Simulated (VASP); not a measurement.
# Ir (R-3m) in VASP: relaxation of cell and atoms with PBE

Aim: the relaxation of cell and atoms of Ir with PBE.

All numbers are computed with VASP 6.6.1; they aren't measurements. Logs are shortened: lines on timing, memory, paths and dates and some standing lists are left out, and cuts for length are marked.

### Step 1. The cell of the first run

The structure is trigonal, space group R-3m (No. 166). Conventional cell: a = 2.748 Å, b = 2.748 Å, c = 6.680 Å, α = 90.00°, β = 90.00°, γ = 120.00°. Ir (site symmetry -3m) has 12 Ir at 2.73 to 2.75 Å within 3.6 Å.

### Step 2. Relaxation of cell and atoms, PBE

INCAR

```
SYSTEM = Ir
  PREC = Accurate
  ENCUT = 600
  EDIFF = 1E-7
  ISMEAR = 0
  SIGMA = 0.1
  LREAL = .False.
  LASPH = .True.
  NELM = 100
  ALGO = Fast
  ISIF = 3
  LWAVE = .False.
  LCHARG = .False.
  GGA = PE
  IBRION = 2
  NSW = 65
  EDIFFG = -0.01
```

KPOINTS

```
Automatic mesh
0
Gamma
  18 18 7
  0 0 0
```

POSCAR

```
Ir
1.0
    2.7481083567      0.0000000000      0.0000000000
   -1.3740541784      2.3799316493      0.0000000000
    0.0000000000      0.0000000000      6.6797436031
Ir
3
Direct
    0.0000000000      0.0000000000      0.0000000000
    0.3333333333      0.6666666667      0.3333333333
    0.6666666667      0.3333333333      0.6666666667
```

Potentials or basis: VASP PAW PBE potentials, release 64 (Ir).

Run with:

```
$ cat potpaw_PBE.64/Ir/POTCAR > POTCAR
$ mpirun -np 1 vasp_std > vasp.out
```

OUTCAR:

```text
SYSTEM = Ir
   PREC = Accurate
   ENCUT = 600
   EDIFF = 1E-7
   ISMEAR = 0
   LREAL = .False.
   LASPH = .True.
   NELM = 100
   ISIF = 3
   GGA = PE
   IBRION = 2
   NSW = 65
   EDIFFG = -0.01

 ion  position               nearest neighbor table
   1  0.000  0.000  0.000-   2 2.73   3 2.73   3 2.73   2 2.73   3 2.73   2 2.73
   2  0.333  0.667  0.333-   1 2.73   1 2.73   1 2.73   3 2.73   3 2.73   3 2.73
   3  0.667  0.333  0.667-   1 2.73   1 2.73   1 2.73   2 2.73   2 2.73   2 2.73

  LATTYP: Found a hexagonal cell.
 ALAT       =     2.7481083567
 C/A-ratio  =     2.4306696593

  Lattice vectors:

 A1 = (   2.7481083567,   0.0000000000,   0.0000000000)
 A2 = (  -1.3740541784,   2.3799316493,   0.0000000000)
 A3 = (   0.0000000000,   0.0000000000,   6.6797436031)

Analysis of symmetry for initial positions (statically):
=====================================================================
 Subroutine PRICEL returns following result:

  LATTYP: Found a trigonal (rhomboedric) cell.
 ALAT       =     2.7340501750
 COS(alpha) =     0.4948448917

  Lattice vectors:

 A1 = (   1.3740541781,   0.7933105499,  -2.2265812015)
 A2 = (   0.0000000002,  -1.5866210996,  -2.2265812008)
 A3 = (  -1.3740541782,   0.7933105497,  -2.2265812008)

   3 primitive cells build up your supercell.

 Routine SETGRP: Setting up the symmetry group for a
 hexagonal supercell.

 Subroutine GETGRP returns: Found 12 space group operations
 (whereof 12 operations were pure point group operations)
 out of a pool of 24 trial point group operations.

The static configuration has the point symmetry D_3d.

Analysis of symmetry for dynamics (positions and initial velocities):
=====================================================================
 Subroutine PRICEL returns following result:

  LATTYP: Found a trigonal (rhomboedric) cell.
 ALAT       =     2.7340501750
 COS(alpha) =     0.4948448917

  Lattice vectors:

 A1 = (   1.3740541781,   0.7933105499,  -2.2265812015)
 A2 = (   0.0000000002,  -1.5866210996,  -2.2265812008)
 A3 = (  -1.3740541782,   0.7933105497,  -2.2265812008)

   3 primitive cells build up your supercell.

 Routine SETGRP: Setting up the symmetry group for a
 hexagonal supercell.

 Subroutine GETGRP returns: Found 12 space group operations
 (whereof 12 operations were pure point group operations)
 out of a pool of 24 trial point group operations.

The dynamic configuration has the point symmetry D_3d.

 Subroutine INISYM returns: Found 12 space group operations
 (whereof 12 operations are pure point group operations),
 and found     3 'primitive' translations

----------------------------------------------------------------------------------------

                                     Primitive cell

  volume of cell :      14.5625

  direct lattice vectors                    reciprocal lattice vectors
     1.374054178  0.793310550 -2.226581201     0.363886670  0.210090067 -0.149706345
     0.000000000 -1.586621100 -2.226581201    -0.000000000 -0.420180134 -0.149706345
    -1.374054178  0.793310550 -2.226581201    -0.363886671  0.210090067 -0.149706345

  length of vectors
     2.734050175  2.734050175  2.734050175     0.446053063  0.446053063  0.446053063

  position of ions in fractional coordinates (direct lattice)
     0.000000000  0.000000000  0.000000000

  ion indices of the primitive-cell ions
   primitive index   ion index
                 1           1

----------------------------------------------------------------------------------------

 KPOINTS: Automatic mesh

Automatic generation of k-mesh.
 Grid dimensions read from file:
 generate k-points for:   18   18    7

 Generating k-lattice:

  Cartesian coordinates                     Fractional coordinates (reciprocal lattice)
     0.020215926  0.011671670  0.000000000     0.055555556 -0.000000000  0.000000000
     0.000000000  0.023343341  0.000000000     0.000000000  0.055555556  0.000000000
     0.000000000  0.000000000  0.021386621     0.000000000  0.000000000  0.142857143

  Length of vectors
     0.023343341  0.023343341  0.021386621

  Shift w.r.t. Gamma in fractional coordinates (k-lattice)
     0.000000000  0.000000000  0.000000000

 Subroutine IBZKPT returns following result:
 ===========================================

 Found    229 irreducible k-points:

 Following reciprocal coordinates:
            Coordinates               Weight
  0.000000  0.000000  0.000000      1.000000
  0.055556 -0.000000  0.000000      6.000000
  0.111111 -0.000000  0.000000      6.000000
  0.166667 -0.000000  0.000000      6.000000
  0.222222  0.000000  0.000000      6.000000
  0.277778 -0.000000  0.000000      6.000000
[... 16 lines left out ...]
  0.333333  0.111111  0.000000     12.000000
  0.388889  0.111111  0.000000     12.000000
 [... further k-points ...]
   k-points           NKPTS =    229   k-points in BZ     NKDIM =    229   number of bands    NBANDS=     17
   number of dos      NEDOS =    301   number of ions     NIONS =      3
   total plane-waves  NPLWV =  31104
   dimension x,y,z NGX =    24 NGY =   24 NGZ =   54
   dimension x,y,z NGXF=    48 NGYF=   48 NGZF=  108
   ions per type =               3
   NGX,Y,Z   is equivalent  to a cutoff of  14.52, 14.52, 13.44 a.u.
   NGXF,Y,Z  is equivalent  to a cutoff of  29.04, 29.04, 26.88 a.u.
 SYSTEM =  Ir
   PREC   = accura    normal or accurate (medium, high low for compatibility)
   ISTART =      0    job   : 0-new  1-cont  2-samecut
   ICHARG =      2    charge: 1-file 2-atom 10-const
   ISPIN  =      1    spin polarized calculation?
   LNONCOLLINEAR =      F non collinear calculations
   LSORBIT =      F    spin-orbit coupling
   LASPH  =      T    aspherical Exc in radial PAW
   ENCUT  =  600.0 eV  44.10 Ry    6.64 a.u.   5.49  5.49 13.34*2*pi/ulx,y,z
   NELM   =    100;   NELMIN=  2; NELMDL= -5     # of ELM steps
   EDIFF  = 0.1E-06   stopping-criterion for ELM
   LREAL  =      F    real-space projection
   EDIFFG = -.1E-01   stopping-criterion for IOM
   NSW    =     65    number of steps for IOM
   IBRION =      2    ionic relax: 0-MD 1-quasi-New 2-CG
   NFREE  =      1    steps in history (QN), initial steepest desc. (CG)
   ISIF   =      3    stress and relaxation
   ISYM   =      2    0-nonsym 1-usesym 2-fastsym
   POTIM  = 0.5000    time-step for ionic-motion
   TEBEG  =    0.0;   TEEND  =   0.0 temperature during run
   PSTRESS=    0.0 pullay stress
   NELECT =      27.0000    total number of electrons
   NUPDOWN=      -1.0000    fix difference up-down
   EMIN   =  10.00;   EMAX   =-10.00  energy-range for DOS
   EFERMI =   0.00;   METHOD = LEGACY
   ISMEAR =     0;   SIGMA  =   0.10  broadening in eV -4-tet -1-fermi 0-gaus
   EFERMI_NEDOS =   21; number of points for ismear=-14 and -15
   IALGO  =     68    algorithm
   IMIX   =      4    mixing-type and parameters
     AMIX     =   0.40;   BMIX     =  1.00
     AMIX_MAG =   1.60;   BMIX_MAG =  1.00
  volume/ion in A,a.u.               =      14.56        98.27
  Fermi-wavevector in a.u.,A,eV,Ry     =   1.394473  2.635171 26.457268  1.944554
  Thomas-Fermi vector in A             =   2.518018
   LORBIT       =      0    0 simple, 1 ext, 2 COOP (PROOUT), +10 PAW based schemes
   GGA     = PE    functional components
   LHFCALC =     F    Hartree Fock is set to
   AEXX    =    0.0000 exact exchange contribution
   IVDW    =     0    specifies the selected vdW correction
   LEPSILON=     F    determine dielectric tensor
   LRPA    =     F    only Hartree local field effects (RPA)
 conjugate gradient relaxation of ions
 non-spin polarized calculation
 RMM-DIIS sequential band-by-band and
 Gauss-broadening in eV      SIGMA  =   0.10
  energy-cutoff  :      600.00
  volume of cell :       43.69
 maximum number of plane-waves:      1515
 NGX is ok and might be reduce to    24
   NGX = 11   NGY = 11   NGZ = 27

--------------------------------------- Ionic step        1  -------------------------------------------

 number of electron      26.9999998 magnetization

 Free energy of the ion-electron system (eV)
  ---------------------------------------------------
  ext. energy  EPLUGINS =         0.00000000
  ---------------------------------------------------
  free energy    TOTEN  =       -26.55781030 eV

  energy without entropy =      -26.54340111  energy(sigma->0) =      -26.55060571

------------------------ aborting loop because EDIFF is reached ----------------------------------------

  FORCE on cell =-STRESS in cart. coord.  units (eV):
  Direction    XX          YY          ZZ          XY          YZ          ZX
  --------------------------------------------------------------------------------------
  -------------------------------------------------------------------------------------
  Total       -0.6402239     -0.6402239      0.4892930      0.0000000      0.0000000     -0.0000000
  in kB      -23.4792570    -23.4792570     17.9440888      0.0000000      0.0000000     -0.0000000
  external PRESSURE =      -9.6714751 kB  Pullay stress =       0.0000000 kB
[... 22 lines left out ...]
  energy  without entropy=      -26.5434011102  energy(sigma->0) =      -26.55060571

--------------------------------------- Ionic step        2  -------------------------------------------

 number of electron      27.0000002 magnetization

 E-fermi :  10.1380     XC(G=0): -13.8924

 val. band max:       10.1367818827   @ k =  -0.0556   0.3333   0.4286
 cond. band min:      10.1390568399   @ k =   0.3333   0.0556   0.1429
 fundamental gap:      0.0022749572
 Fermi energy:        10.1379509389

 k-point     1 :       0.0000    0.0000    0.0000
  band No.  band energies     occupation
      1      -0.8176      2.00000
      2       2.0003      2.00000
      3       2.0003      2.00000
      4       6.2343      2.00000
      5       6.3864      2.00000
      6       6.3864      2.00000
[... 9 lines left out ...]
     16       9.9303      1.99669
     17       9.9303      1.99669
[... 568 lines left out ...]
  energy  without entropy=      -26.5454040892  energy(sigma->0) =      -26.55264174

--------------------------------------- Ionic step        5  -------------------------------------------

 number of electron      26.9999999 magnetization

 Free energy of the ion-electron system (eV)
  ---------------------------------------------------
  ext. energy  EPLUGINS =         0.00000000
  ---------------------------------------------------
  free energy    TOTEN  =       -26.56132940 eV

  energy without entropy =      -26.54697063  energy(sigma->0) =      -26.55415002

 E-fermi :   9.9661     XC(G=0): -13.8335

 val. band max:        9.9622185878   @ k =   0.2778   0.1111   0.1429
 cond. band min:       9.9665217136   @ k =   0.3889   0.1111   0.0000
 fundamental gap:      0.0043031258
 Fermi energy:         9.9660655917

 k-point     1 :       0.0000    0.0000    0.0000
  band No.  band energies     occupation
      1      -0.8810      2.00000
      2       1.9678      2.00000
      3       1.9678      2.00000
      4       6.2221      2.00000
      5       6.2259      2.00000
      6       6.2259      2.00000
[... 9 lines left out ...]
     16       9.7424      1.99844
     17       9.7424      1.99844
[... 490 lines left out ...]
  FREE ENERGIE OF THE ION-ELECTRON SYSTEM (eV)
  ---------------------------------------------------
  free  energy   TOTEN  =       -26.5613293975 eV

  energy  without entropy=      -26.5469706336  energy(sigma->0) =      -26.55415002

 reached required accuracy - stopping structural energy minimisation
```

It took 8.7 min on 1 thread of Intel Xeon Platinum 8488C (Sapphire Rapids), shared host; peak memory 0.34 GiB.

Results:

- Free energy: -26.5613 eV
- Relaxed volume: 14.52 Å³/atom
- Relaxed cell: a = 2.738 Å, b = 2.738 Å, c = 6.710 Å, α = 90.00°, β = 90.00°, γ = 120.00°
- Space group after relaxing (to 0.05 Å): Fm-3m (No. 225)
- Energy gained by relaxing: 1.2 meV/atom
- Ionic steps: 5
- Pressure after relaxing: 0.0 GPa

The path:
```csv
step,energy change (eV),largest force (eV/Å),pressure (GPa),volume (Å³)
1,0.0000,0.0000,-0.97,43.69
2,0.0059,0.0000,3.62,43.13
3,-0.0033,0.0000,0.68,43.48
4,-0.0021,0.0000,-1.58,43.76
5,-0.0035,0.0000,0.02,43.56
```

Final structure:
```cif
data_structure
_symmetry_space_group_name_H-M 'P 1'
_symmetry_Int_Tables_number 1
_cell_length_a 2.7379
_cell_length_b 2.7379
_cell_length_c 6.7100
_cell_angle_alpha 90.000
_cell_angle_beta 90.000
_cell_angle_gamma 120.000
_cell_volume 43.56
loop_
_atom_site_label
_atom_site_type_symbol
_atom_site_fract_x
_atom_site_fract_y
_atom_site_fract_z
_atom_site_occupancy
Ir1 Ir 0.00000 0.00000 0.00000 1
Ir2 Ir 0.33333 0.66667 0.33333 1
Ir3 Ir 0.66667 0.33333 0.66667 1
```

Caveat: the bands computed are all filled at some k points, so no gap is given; spin-orbit coupling is left out, which moves the levels of the heavy elements.
